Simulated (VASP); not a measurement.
BiTe, 2 atoms in the cell. The structure is trigonal, space group R-3m (No. 166). The conventional cell has a = 4.747 Å, b = 4.747 Å, c = 9.749 Å, α = 90.00°, β = 90.00°, γ = 120.00°. Within 4.2 Å of Bi (site symmetry -3m) lie 6 Te at 3.19 Å. Within 4.2 Å of Te (site symmetry -3m) lie 6 Bi at 3.19 Å. 

* Program: VASP 6.6.1
* Task: single point
* Functional: LDA
* Potentials or basis: VASP PAW LDA potentials, release 64 (Bi_d, Te)
* Cutoff: 520 eV
* k mesh: 7 × 7 × 7
* Occupations: fermi-dirac, width 0.05 eV
* Spin: no spin polarisation
* Dipole correction: no
* Further INCAR settings: ALGO = Normal; EDIFF = 1e-06; NBANDS = 18

Potentials or basis: VASP PAW LDA potentials, release 64 (Bi_d, Te).

The run is started by

```console
$ cat potpaw_LDA.64/Bi_d/POTCAR potpaw_LDA.64/Te/POTCAR > POTCAR
$ mpirun -np 1 vasp_std > vasp.out
```

Hardware: 1 thread of Intel(R) Xeon(R) Platinum 8488C (Sapphire Rapids), with other jobs on the host.

Estimate the wall time of this run.

Wall time 27 s on 1 thread of Intel(R) Xeon(R) Platinum 8488C (Sapphire Rapids), with other jobs on the host, peak memory 0.18 GiB. Counts: scf iterations 11, k points 44.
